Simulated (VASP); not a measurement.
Input of a VASP 6.6.1 run:

The input POSCAR:

```
MgF2
1.0
    4.6151966100      0.0000000000      0.0000000000
    0.0000000000      4.6151966100      0.0000000000
    0.0000000000      0.0000000000      3.0477835100
Mg F
2 4
Direct
    0.5000000000      0.5000000000      0.5000000000
    0.0000000000      0.0000000000      0.0000000000
    0.6970798600      0.6970798600      0.0000000000
    0.8029201400      0.1970798600      0.5000000000
    0.3029201400      0.3029201400      0.0000000000
    0.1970798600      0.8029201400      0.5000000000
```

Contents of INCAR.step1:

```
SYSTEM = MgF2
PREC = Accurate
ENCUT = 580
ISMEAR = -1
SIGMA = 0.01
LREAL = .FALSE.
LASPH = .TRUE.
NELM = 120
NBANDS = 25
GGA = PE
ALGO = Normal
EDIFF = 1E-5
LWAVE = .TRUE.
LCHARG = .FALSE.
GGA_COMPAT = .FALSE.
```

The input INCAR.step2:

```
SYSTEM = MgF2
PREC = Accurate
ENCUT = 580
EDIFF = 1E-8
ISMEAR = -1
SIGMA = 0.01
LREAL = .FALSE.
LASPH = .TRUE.
NELM = 120
ALGO = Normal
ISIF = 2
LWAVE = .FALSE.
LCHARG = .FALSE.
METAGGA = R2SCAN
LMIXTAU = .TRUE.
LEFG = .TRUE.
NBANDS = 25
ISTART = 1
GGA_COMPAT = .FALSE.
```

KPOINTS

```
regular mesh
0
G
  7 7 11
  0 0 0
```

Potentials or basis: VASP PAW PBE potentials, release 64 (Mg, F).

Launch:

```sh
$ cat potpaw_PBE.64/Mg/POTCAR potpaw_PBE.64/F/POTCAR > POTCAR
$ cp INCAR.step1 INCAR
$ mpirun -np 1 vasp_std > vasp.out
$ cp INCAR.step2 INCAR
$ mpirun -np 1 vasp_std > vasp.out
```

(1) What does it give for the largest force?

(2) Estimate the band gap on the k mesh.

Answers

(1) 0.010 eV/Å.

(2) 8.04 eV.

Caveat: without QUAD_EFG the Cq values of the log hold for a quadrupole moment of 1 mb, not for the nuclei; the PAW data sets were made with another functional, which shifts forces and pressure a little.
